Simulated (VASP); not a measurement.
# MoS2 (Cm) in VASP: further runs

Runs on MoS2. Level: PBE+D3(BJ). Tasks: single point.

Everything below comes from runs of VASP 6.6.1. Logs are shortened: lines on timing, memory, paths and dates and some standing lists are left out, and cuts for length are marked.

### Step 1. The cell of the first run

Symmetry: Cm, No. 8, monoclinic system. Conventional cell: a = 10.911 Å, b = 6.299 Å, c = 6.648 Å, α = 90.00°, β = 90.00°, γ = 90.00°. Within 3.3 Å of Mo (site symmetry m) lie 6 S at 2.32 to 2.52 Å and 6 Mo at 3.07 to 3.23 Å. Within 3.2 Å of Mo (site symmetry m) lie 6 S at 2.40 Å and 6 Mo at 3.15 Å. Mo (site symmetry 1) has 6 S at 2.40 Å and 6 Mo at 3.07 to 3.23 Å within 3.3 Å. Within 3.2 Å of S (site symmetry m) lie 3 Mo at 2.40 to 2.52 Å and 7 S at 3.13 to 3.15 Å. S (site symmetry m) has 3 Mo at 2.40 Å and 7 S at 3.13 to 3.15 Å within 3.2 Å. Within 3.2 Å of S (site symmetry 1) lie 3 Mo at 2.40 to 2.42 Å and 7 S at 3.13 to 3.15 Å. Within 3.2 Å of S (site symmetry m) lie 3 Mo at 2.40 to 2.42 Å and 7 S at 3.13 to 3.15 Å. Within 3.2 Å of S (site symmetry m) lie 3 Mo at 2.40 Å and 7 S at 3.13 to 3.15 Å.

### Step 2. Single point, PBE+D3(BJ) (atom 1 (Mo) moved -0.120 Å towards its neighbour atom 5 (S) at 2.400 Å)

Input file INCAR:

```
SYSTEM = MoS2
  PREC = Accurate
  ENCUT = 520
  EDIFF = 1E-6
  ISMEAR = 0
  SIGMA = 0.05
  LREAL = .FALSE.
  LASPH = .TRUE.
  NELM = 80
  ALGO = Normal
  ISIF = 2
  LWAVE = .FALSE.
  LCHARG = .FALSE.
  GGA = PE
  IVDW = 12
  NBANDS = 64
```

Input file KPOINTS:

```
regular mesh
0
G
  6 6 4
  0 0 0
```

Input file POSCAR:

```
MoS2
1.0
    6.2994479940      0.0000000001      0.0000000000
   -3.1497239971      5.4554819926      0.0000000000
    0.0000000000      0.0000000000      6.6475426602
Mo S
4 8
Direct
    0.5166648979      0.5083324490     -0.0117822114
    0.5000000000      0.0000000000      0.0000000000
    0.0000000000      0.5000000000      0.0000000000
    0.0000000000      0.0000000000      0.0000000000
    0.1666666667      0.3333333333      0.2356692374
    0.1666666667      0.8333333333      0.2356692374
    0.6666666667      0.3333333333      0.2356692374
    0.6666666667      0.8333333333      0.2356692374
    0.1666666667      0.3333333333      0.7643307626
    0.1666666667      0.8333333333      0.7643307626
    0.6666666667      0.3333333333      0.7643307626
    0.6666666667      0.8333333333      0.7643307626
```

Potentials or basis: VASP PAW PBE potentials, release 64 (Mo_sv, S).

Command:

```bash
cat potpaw_PBE.64/Mo_sv/POTCAR potpaw_PBE.64/S/POTCAR > POTCAR
mpirun -np 1 vasp_std > vasp.out
```

OUTCAR:

```text
SYSTEM = MoS2
   PREC = Accurate
   ENCUT = 520
   EDIFF = 1E-6
   ISMEAR = 0
   LREAL = .FALSE.
   LASPH = .TRUE.
   NELM = 80
   ISIF = 2
   GGA = PE
   IVDW = 12
 IVDW          = 12

 ion  position               nearest neighbor table
   1  0.517  0.508  0.988-  12 2.32  11 2.32   8 2.42   7 2.42   9 2.42   5 2.52   4 3.07   3 3.07
                             2 3.15   2 3.15   3 3.23   4 3.23
   2  0.500  0.000  0.000-   6 2.40  10 2.40   7 2.40  11 2.40   8 2.40  12 2.40   4 3.15   4 3.15
                             3 3.15   3 3.15   1 3.15   1 3.15
   3  0.000  0.500  0.000-   7 2.40  11 2.40  10 2.40   6 2.40   5 2.40   9 2.40   1 3.07   2 3.15
                             2 3.15   4 3.15   4 3.15   1 3.23
   4  0.000  0.000  0.000-   8 2.40  12 2.40   9 2.40   5 2.40  10 2.40   6 2.40   1 3.07   2 3.15
                             2 3.15   3 3.15   3 3.15   1 3.23
   5  0.167  0.333  0.236-   4 2.40   3 2.40   1 2.52
   6  0.167  0.833  0.236-   2 2.40   3 2.40   4 2.40
   7  0.667  0.333  0.236-   3 2.40   2 2.40   1 2.42
   8  0.667  0.833  0.236-   4 2.40   2 2.40   1 2.42
   9  0.167  0.333  0.764-   4 2.40   3 2.40   1 2.42
  10  0.167  0.833  0.764-   2 2.40   3 2.40   4 2.40
  11  0.667  0.333  0.764-   1 2.32   3 2.40   2 2.40
  12  0.667  0.833  0.764-   1 2.32   4 2.40   2 2.40

  LATTYP: Found a hexagonal cell.
 ALAT       =     6.2994479940
 C/A-ratio  =     1.0552579633

  Lattice vectors:

 A1 = (   6.2994479940,   0.0000000001,   0.0000000000)
 A2 = (  -3.1497239971,   5.4554819926,   0.0000000000)
 A3 = (   0.0000000000,   0.0000000000,   6.6475426602)

Analysis of symmetry for initial positions (statically):
=====================================================================
 Subroutine PRICEL returns:
 Original cell was already a primitive cell.

 Routine SETGRP: Setting up the symmetry group for a
 hexagonal supercell.

 Subroutine GETGRP returns: Found  2 space group operations
 (whereof  1 operations were pure point group operations)
 out of a pool of 24 trial point group operations.

The static configuration has the point symmetry C_1 .
 The point group associated with its full space group is C_1h.

Analysis of symmetry for dynamics (positions and initial velocities):
=====================================================================
 Subroutine PRICEL returns:
 Original cell was already a primitive cell.

 Routine SETGRP: Setting up the symmetry group for a
 hexagonal supercell.

 Subroutine GETGRP returns: Found  2 space group operations
 (whereof  1 operations were pure point group operations)
 out of a pool of 24 trial point group operations.

The dynamic configuration has the point symmetry C_1 .
 The point group associated with its full space group is C_1h.

 Subroutine INISYM returns: Found  2 space group operations
 (whereof  1 operations are pure point group operations),
 and found     1 'primitive' translations

----------------------------------------------------------------------------------------

                                     Primitive cell

  volume of cell :     228.4529

  direct lattice vectors                    reciprocal lattice vectors
     6.299447994  0.000000000  0.000000000     0.158744068  0.091650930  0.000000000
    -3.149723997  5.455481993  0.000000000    -0.000000000  0.183301861  0.000000000
     0.000000000  0.000000000  6.647542660     0.000000000  0.000000000  0.150431528

  length of vectors
     6.299447994  6.299447994  6.647542660     0.183301861  0.183301861  0.150431528

  position of ions in fractional coordinates (direct lattice)
     0.516664898  0.508332449  0.988217789
     0.500000000  0.000000000  0.000000000
     0.000000000  0.500000000  0.000000000
     0.000000000  0.000000000  0.000000000
     0.166666667  0.333333333  0.235669237
     0.166666667  0.833333333  0.235669237
     0.666666667  0.333333333  0.235669237
     0.666666667  0.833333333  0.235669237
     0.166666667  0.333333333  0.764330763
     0.166666667  0.833333333  0.764330763
     0.666666667  0.333333333  0.764330763
     0.666666667  0.833333333  0.764330763

  ion indices of the primitive-cell ions
   primitive index   ion index
                 1           1
                 2           2
                 3           3
                 4           4
                 5           5
                 6           6
                 7           7
                 8           8
                 9           9
                10          10
                11          11
                12          12

----------------------------------------------------------------------------------------

 KPOINTS: regular mesh

Automatic generation of k-mesh.
 Grid dimensions read from file:
 generate k-points for:    6    6    4

 Generating k-lattice:

  Cartesian coordinates                     Fractional coordinates (reciprocal lattice)
     0.026457345  0.015275155  0.000000000     0.166666667  0.000000000  0.000000000
    -0.000000000  0.030550310  0.000000000     0.000000000  0.166666667  0.000000000
     0.000000000  0.000000000  0.037607882     0.000000000  0.000000000  0.250000000

  Length of vectors
     0.030550310  0.030550310  0.037607882

  Shift w.r.t. Gamma in fractional coordinates (k-lattice)
     0.000000000  0.000000000  0.000000000

 Subroutine IBZKPT returns following result:
 ===========================================

 Found     47 irreducible k-points:

 Following reciprocal coordinates:
            Coordinates               Weight
  0.000000  0.000000  0.000000      1.000000
  0.166667 -0.000000  0.000000      2.000000
 -0.000000  0.166667  0.000000      4.000000
  0.333333 -0.000000  0.000000      2.000000
 -0.000000  0.333333  0.000000      4.000000
  0.500000 -0.000000  0.000000      1.000000
[... 16 lines left out ...]
  0.500000 -0.000000  0.250000      2.000000
 -0.000000  0.500000  0.250000      4.000000
 [... further k-points ...]
   k-points           NKPTS =     47   k-points in BZ     NKDIM =     47   number of bands    NBANDS=     64
   number of dos      NEDOS =    301   number of ions     NIONS =     12
   total plane-waves  NPLWV = 115200
   dimension x,y,z NGX =    48 NGY =   48 NGZ =   50
   dimension x,y,z NGXF=    96 NGYF=   96 NGZF=  100
   ions per type =               4   8
   NGX,Y,Z   is equivalent  to a cutoff of  12.67, 12.67, 12.50 a.u.
   NGXF,Y,Z  is equivalent  to a cutoff of  25.33, 25.33, 25.01 a.u.
 SYSTEM =  MoS2
   PREC   = accura    normal or accurate (medium, high low for compatibility)
   ISTART =      0    job   : 0-new  1-cont  2-samecut
   ICHARG =      2    charge: 1-file 2-atom 10-const
   ISPIN  =      1    spin polarized calculation?
   LNONCOLLINEAR =      F non collinear calculations
   LSORBIT =      F    spin-orbit coupling
   LASPH  =      T    aspherical Exc in radial PAW
   ENCUT  =  520.0 eV  38.22 Ry    6.18 a.u.  11.71 11.71 12.36*2*pi/ulx,y,z
   NELM   =     80;   NELMIN=  2; NELMDL= -5     # of ELM steps
   EDIFF  = 0.1E-05   stopping-criterion for ELM
   LREAL  =      F    real-space projection
   EDIFFG = 0.1E-04   stopping-criterion for IOM
   NSW    =      0    number of steps for IOM
   IBRION =     -1    ionic relax: 0-MD 1-quasi-New 2-CG
   NFREE  =      0    steps in history (QN), initial steepest desc. (CG)
   ISIF   =      2    stress and relaxation
   ISYM   =      2    0-nonsym 1-usesym 2-fastsym
   POTIM  = 0.5000    time-step for ionic-motion
   TEBEG  =    0.0;   TEEND  =   0.0 temperature during run
   PSTRESS=    0.0 pullay stress
   NELECT =     104.0000    total number of electrons
   NUPDOWN=      -1.0000    fix difference up-down
   EMIN   =  10.00;   EMAX   =-10.00  energy-range for DOS
   EFERMI =   0.00;   METHOD = LEGACY
   ISMEAR =     0;   SIGMA  =   0.05  broadening in eV -4-tet -1-fermi 0-gaus
   EFERMI_NEDOS =   21; number of points for ismear=-14 and -15
   IALGO  =     38    algorithm
   IMIX   =      4    mixing-type and parameters
     AMIX     =   0.40;   BMIX     =  1.00
     AMIX_MAG =   1.60;   BMIX_MAG =  1.00
  volume/ion in A,a.u.               =      19.04       128.47
  Fermi-wavevector in a.u.,A,eV,Ry     =   1.259371  2.379866 21.579049  1.586015
  Thomas-Fermi vector in A             =   2.392934
   LORBIT       =      0    0 simple, 1 ext, 2 COOP (PROOUT), +10 PAW based schemes
   GGA     = PE    functional components
   LHFCALC =     F    Hartree Fock is set to
   AEXX    =    0.0000 exact exchange contribution
   IVDW    =    12    specifies the selected vdW correction
   LEPSILON=     F    determine dielectric tensor
   LRPA    =     F    only Hartree local field effects (RPA)
 non-spin polarized calculation
 Gauss-broadening in eV      SIGMA  =   0.05
  energy-cutoff  :      520.00
  volume of cell :      228.45
 maximum number of plane-waves:      6192
   NGX = 23   NGY = 23   NGZ = 25

 number of electron     104.0000002 magnetization

 Free energy of the ion-electron system (eV)
  ---------------------------------------------------
  ext. energy  EPLUGINS =         0.00000000
  ---------------------------------------------------
  free energy    TOTEN  =       -87.00509504 eV

  energy without entropy =      -87.00509504  energy(sigma->0) =      -87.00509504

 E-fermi :   6.7525     XC(G=0): -10.3001

 val. band max:        6.4891193797   @ k =   0.0000   0.0000   0.5000
 cond. band min:       7.5716502127   @ k =   0.3333   0.3333   0.0000
 fundamental gap:      1.0825308330
 Fermi energy:         6.7524698984

 k-point     1 :       0.0000    0.0000    0.0000
  band No.  band energies     occupation
      1     -54.7730      2.00000
      2     -54.7316      2.00000
      3     -54.7307      2.00000
      4     -54.7237      2.00000
      5     -29.1250      2.00000
      6     -29.1057      2.00000
[... 1597 lines left out ...]
     63       9.2695      0.00000
     64       9.3210      0.00000

 [... further k-points ...]

------------------------ aborting loop because EDIFF is reached ----------------------------------------

 Edisp (eV)   -4.77050

 E8    (eV) :    -1.9268

  FORCE on cell =-STRESS in cart. coord.  units (eV):
  Direction    XX          YY          ZZ          XY          YZ          ZX
  --------------------------------------------------------------------------------------
  -------------------------------------------------------------------------------------
  Total      -0.03543     0.57896     0.17744    -0.53208    -0.14820    -0.25669
  in kB      -0.24845     4.06035     1.24443    -3.73153    -1.03935    -1.80020
  external pressure =        1.69 kB  Pullay stress =        0.00 kB

 VOLUME and BASIS-vectors are now :
 -----------------------------------------------------------------------------
  energy-cutoff  :      520.00
  volume of cell :      228.45
      direct lattice vectors                 reciprocal lattice vectors
     6.299447994  0.000000000  0.000000000     0.158744068  0.091650930  0.000000000
    -3.149723997  5.455481993  0.000000000    -0.000000000  0.183301861  0.000000000
     0.000000000  0.000000000  6.647542660     0.000000000  0.000000000  0.150431528

 POSITION                                       TOTAL-FORCE (eV/Angst)
 -----------------------------------------------------------------------------------
      1.65360      2.77320      6.56922        -1.965009     -1.134498      2.109378
      3.14972      0.00000      0.00000         0.042612      0.024602      0.118572
     -1.57486      2.72774      0.00000         0.226127      0.017515      0.089605
      0.00000      0.00000      0.00000         0.128232      0.187074      0.089605
      0.00000      1.81849      1.56662         0.523031      0.301972     -0.556078
     -1.57486      4.54623      1.56662        -0.030097     -0.017377     -0.063870
      3.14972      1.81849      1.56662         0.037891      0.120181     -0.216590
      1.57486      4.54623      1.56662         0.123026     -0.027276     -0.216590
      0.00000      1.81849      5.08092         0.189684      0.109514     -0.060947
     -1.57486      4.54623      5.08092        -0.016185     -0.009344     -0.047242
      3.14972      1.81849      5.08092         0.621173     -0.220630     -0.622920
      1.57486      4.54623      5.08092         0.119515      0.648266     -0.622920
 -----------------------------------------------------------------------------------
    total drift:                               -0.000020     -0.000011      0.000282

  FREE ENERGIE OF THE ION-ELECTRON SYSTEM (eV)
  ---------------------------------------------------
  free  energy   TOTEN  =       -91.7755900537 eV

  energy  without entropy=      -91.7755900537  energy(sigma->0) =      -91.77559005
```

It took 7.9 min on 1 thread of Intel Xeon Platinum 8488C (Sapphire Rapids), shared host; peak memory 0.64 GiB.

What came out:

| Property | Result |
| --- | --- |
| Free energy | -91.7756 eV |
| Pressure | 0.2 GPa |
| Largest force | 3.098 eV/Å |
| Band gap on the k mesh | 1.08 eV |
| Dispersion energy per atom | -0.398 eV |

Forces on the atoms (eV/Å):
```
Mo  -1.965 -1.134  2.109
Mo   0.043  0.025  0.119
Mo   0.226  0.018  0.090
Mo   0.128  0.187  0.090
S    0.523  0.302 -0.556
S   -0.030 -0.017 -0.064
S    0.038  0.120 -0.217
S    0.123 -0.027 -0.217
S    0.190  0.110 -0.061
S   -0.016 -0.009 -0.047
S    0.621 -0.221 -0.623
S    0.120  0.648 -0.623
```

Caveat: the cell differs from its parent crystal (atom 1 (Mo) moved -0.120 Å towards its neighbour atom 5 (S) at 2.400 Å); forces of over 1 eV/Å act on the atoms, so gaps and moduli don't describe the material at rest.

### Step 3. Single point, PBE+D3(BJ) (atom 1 (Mo) moved +0.080 Å towards its neighbour atom 5 (S) at 2.400 Å)

Input file INCAR:

```
SYSTEM = MoS2
  PREC = Accurate
  ENCUT = 520
  EDIFF = 1E-7
  ISMEAR = 0
  SIGMA = 0.05
  LREAL = .False.
  LASPH = .True.
  NELM = 60
  ALGO = Normal
  ISIF = 2
  LWAVE = .False.
  LCHARG = .False.
  GGA = PE
  IVDW = 12
  NBANDS = 64
```

Input file KPOINTS:

```
regular mesh
0
Gamma
  6 6 4
  0 0 0
```

Changes to POSCAR since step 2:

```diff
@@ -8,3 +8,3 @@
 Direct
-    0.5166648979      0.5083324490     -0.0117822114
+    0.4888900680      0.4944450340      0.0078548076
     0.5000000000      0.0000000000      0.0000000000
```

Potentials or basis: VASP PAW PBE potentials, release 64 (Mo_sv, S).

Command:

```bash
cat potpaw_PBE.64/Mo_sv/POTCAR potpaw_PBE.64/S/POTCAR > POTCAR
mpirun -np 1 vasp_std > vasp.out
```

Wall time 19 min (1 thread of Oxide Virtual Turin-like, shared host); peak memory 0.61 GiB.

Results (log left out):

```yaml
Free_energy: -91.8775 eV
Pressure: 0.0 GPa
Largest_force: 2.122 eV/Å
Band_gap_on_the_k_mesh: 1.13 eV
Dispersion_energy_per_atom: -0.398 eV
```

Forces in eV/Å, atoms in the order of the input:
```
Mo   1.380  0.797 -1.402
Mo  -0.033 -0.019 -0.058
Mo  -0.152 -0.021 -0.070
Mo  -0.094 -0.121 -0.070
S   -0.532 -0.307  0.537
S    0.016  0.009  0.027
S   -0.019 -0.087  0.140
S   -0.085  0.027  0.140
S   -0.115 -0.067  0.050
S    0.022  0.013  0.047
S   -0.306  0.081  0.329
S   -0.083 -0.306  0.329
```

Stress tensor (GPa, compression positive):
```
 0.17  0.26 -0.10
 0.26 -0.13 -0.06
-0.10 -0.06 -0.03
```

Levels at points of the mesh, in eV from the valence-band top:
```tsv
k point	band 50	band 51	band 52	band 53	band 54	band 55
(0.00, 0.00, 0.00)	-1.27	-1.23	-0.91	1.88	1.90	1.95
(0.50, 0.00, 0.00)	-1.28	-1.05	-0.87	1.32	1.49	1.54
(0.00, 0.50, 0.00)	-1.25	-1.02	-0.91	1.37	1.45	1.54
(0.00, 0.00, 0.50)	-0.86	-0.83	0.00	1.89	1.92	1.97
(0.50, 0.00, 0.50)	-1.06	-0.99	-0.79	1.89	1.97	2.02
(0.00, 0.50, 0.50)	-1.03	-0.94	-0.83	1.88	1.97	2.04
```

Caveat: the cell differs from its parent crystal (atom 1 (Mo) moved +0.080 Å towards its neighbour atom 5 (S) at 2.400 Å); forces of over 1 eV/Å act on the atoms, so gaps and moduli don't describe the material at rest.

### Step 4. Single point, PBE+D3(BJ) (atom 1 (Mo) moved +0.120 Å towards its neighbour atom 5 (S) at 2.400 Å)

Input file INCAR:

```
PREC     = Accurate       # precision mode
ENCUT    = 520            # plane-wave cutoff, eV
EDIFF    = 1E-6           # SCF threshold, eV
ISMEAR   = 0              # smearing method
SIGMA    = 0.05           # smearing width, eV
LREAL    = F              # projectors in reciprocal space
LASPH    = T              # aspherical terms in the spheres
NELM     = 60             # most SCF steps
ALGO     = Normal         # electronic algorithm
ISIF     = 2              # what is computed and relaxed
LWAVE    = F              # write WAVECAR
LCHARG   = F              # write CHGCAR
GGA      = PE             # functional
IVDW     = 12             # dispersion correction
NBANDS   = 64             # bands
```

Input file KPOINTS:

```
regular mesh
0
Gamma
  6 6 4
```

Changes to POSCAR since step 3:

```diff
@@ -8,3 +8,3 @@
 Direct
-    0.4888900680      0.4944450340      0.0078548076
+    0.4833351021      0.4916675510      0.0117822114
     0.5000000000      0.0000000000      0.0000000000
```

Command:

```bash
cat potpaw_PBE.64/Mo_sv/POTCAR potpaw_PBE.64/S/POTCAR > POTCAR
mpirun -np 1 vasp_std > vasp.out
```

Wall time 21 min (1 thread of Oxide Virtual Turin-like, shared host); peak memory 0.61 GiB.

It converged, with:

```
Free energy                : -91.7708 eV
Pressure                   : 0.2 GPa
Largest force              : 3.220 eV/Å
Band gap on the k mesh     : 1.06 eV
Dispersion energy per atom : -0.398 eV
```

Forces on the atoms (eV/Å):
```
Mo   2.102  1.214 -2.116
Mo  -0.050 -0.029 -0.082
Mo  -0.229 -0.034 -0.108
Mo  -0.144 -0.181 -0.108
S   -0.868 -0.501  0.883
S    0.022  0.013  0.047
S   -0.026 -0.131  0.219
S   -0.127  0.043  0.219
S   -0.168 -0.097  0.067
S    0.036  0.021  0.064
S   -0.427  0.107  0.457
S   -0.121 -0.424  0.457
```

Stress tensor (GPa, compression positive):
```
 0.44  0.41 -0.24
 0.41 -0.04 -0.14
-0.24 -0.14  0.15
```

Levels at points of the mesh, in eV from the valence-band top:
```tsv
k point	band 49	band 50	band 51	band 52	band 53	band 54	band 55	band 56
(0.00, 0.00, 0.00)	-1.31	-1.25	-1.19	-0.89	1.83	1.87	1.95	2.28
(0.50, 0.00, 0.00)	-1.36	-1.26	-1.09	-0.81	1.23	1.49	1.55	1.66
(0.00, 0.50, 0.00)	-1.35	-1.21	-1.04	-0.88	1.32	1.44	1.52	1.65
(0.00, 0.00, 0.50)	-0.90	-0.85	-0.81	0.00	1.84	1.87	1.96	2.27
(0.50, 0.00, 0.50)	-1.15	-1.07	-1.03	-0.74	1.81	1.94	2.01	2.07
(0.00, 0.50, 0.50)	-1.08	-1.04	-0.95	-0.79	1.79	1.94	2.02	2.05
```

Caveat: the cell differs from its parent crystal (atom 1 (Mo) moved +0.120 Å towards its neighbour atom 5 (S) at 2.400 Å); forces of over 1 eV/Å act on the atoms, so gaps and moduli don't describe the material at rest.

### Step 5. Overview

```csv
cell,gap on the mesh (eV),pressure (GPa),largest force (eV/Å)
"as given, atomic positions A",1.08,0.2,3.10
"as given, atomic positions B",1.13,0.0,2.12
"as given, atomic positions C",1.06,0.2,3.22
```

Alike in all rows: task single point; level PBE+D3(BJ); potentials or basis VASP PAW PBE potentials, release 64 (Mo_sv, S); no spin polarisation; k mesh 6 × 6 × 4; cutoff (eV) 520; smearing gaussian 0.05 eV.

Caveats: forces of over 1 eV/Å act on the atoms, so gaps and moduli don't describe the material at rest.

Total energies depend on the potentials used, so only differences within one code and one set of settings carry meaning.
